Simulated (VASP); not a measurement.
Runs of VASP 6.6.1 on LiCl. Symmetry: F-43m, No. 216, cubic system. The conventional cell has a = 5.466 Å, b = 5.466 Å, c = 5.466 Å, α = 90.00°, β = 90.00°, γ = 90.00°. Within 3.1 Å of Li (site symmetry -43m) lie 4 Cl at 2.37 Å. Cl (site symmetry -43m) has 4 Li at 2.37 Å within 3.1 Å. 

```tsv
level	k mesh	grid for exact exchange (PRECFOCK)	screening parameter	gap on the mesh (eV)
PBE	6 × 6 × 6	-	-	6.06
r2SCAN	6 × 6 × 6	-	-	6.77
PBE	8 × 8 × 8	-	-	6.06
HSE06	6 × 6 × 6	Normal	0.2079 1/Å	(a)
PBE0	6 × 6 × 6	Normal	-	8.12
```

Alike in all rows: task single point; potentials or basis VASP PAW PBE potentials, release 64 (Li_sv, Cl); no spin polarisation; cell as given; cutoff (eV) 520; smearing gaussian 0.01 eV.

Problem. Estimate the missing entries.

Solution. (a) 7.39.

A k mesh can miss the band edges.
